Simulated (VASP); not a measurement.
Hg, 1 atom in the cell. The structure is cubic, space group Im-3m (No. 229). The conventional cell has a = 3.527 Å, b = 3.527 Å, c = 3.527 Å, α = 90.00°, β = 90.00°, γ = 90.00°. Within 4.0 Å of Hg (site symmetry m-3m) lie 14 Hg at 3.05 to 3.53 Å.  This cell differs from its parent crystal: volume scaled by 0.92.

```yaml
Program: VASP 6.6.1
Task: single point
Functional: PBEsol
Potentials_or_basis: VASP PAW PBE potentials, release 64 (Hg)
Cutoff: 520 eV
k_mesh: 14 × 14 × 14
Occupations: fermi-dirac, width 0.1 eV
Spin: no spin polarisation
Dipole_correction: no
Further_INCAR_settings: ALGO = Normal; EDIFF = 1e-06; NBANDS = 12
```

Potentials or basis: VASP PAW PBE potentials, release 64 (Hg).

The run is started by

```console
$ cat potpaw_PBE.64/Hg/POTCAR > POTCAR
$ mpirun -np 1 vasp_std > vasp.out
```

Hardware: 1 thread of Intel(R) Xeon(R) 6975P-C (Granite Rapids), on a shared host.

**Question.** How long does it take, and how much memory?

**Answer.** It took 6.4 s on 1 thread of Intel(R) Xeon(R) 6975P-C (Granite Rapids), on a shared host, peak memory 0.15 GiB. Counts: scf iterations 11, k points 104.
